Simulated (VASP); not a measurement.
## LiH: single point with PBE

LiH:

```
Li H
1.0
     0.00000    2.00355    2.00355
     2.00355    0.00000    2.00355
     2.00355    2.00355    0.00000
Li H
1 1
Cartesian
  0.0000 0.0000 0.0000
  2.0036 2.0036 2.0036
```

* Program: VASP 6.6.1
* Task: single point
* Functional: PBE
* Potentials or basis: VASP PAW PBE potentials, release 64 (Li_sv, H)
* Cutoff: 520 eV
* k mesh: 6 × 6 × 6
* Occupations: gaussian, width 0.01 eV
* Spin: no spin polarisation

```json
{"Band gap on the k mesh": "2.98 eV, direct"}
```

Levels at points of the mesh, in eV from the valence-band top:
```
           k point  band 1  band 2  band 3  band 4  band 5  band 6  band 7
(0.00, 0.00, 0.00)  -44.29   -5.44   16.11   17.90   17.90   17.90   22.62
(0.50, 0.00, 0.00)  -44.25   -2.63    4.92   13.67   16.51   16.51   19.09
(0.50, 0.50, 0.00)  -44.23    0.00    2.98   10.82   10.82   13.98   17.29
```

It took 2.6 s on 1 thread of Intel Xeon 6975P-C (shared host), peak memory 0.13 GiB.

Caveat: the k points lie up to 0.45 Å⁻¹ apart. A k mesh can miss the band edges.
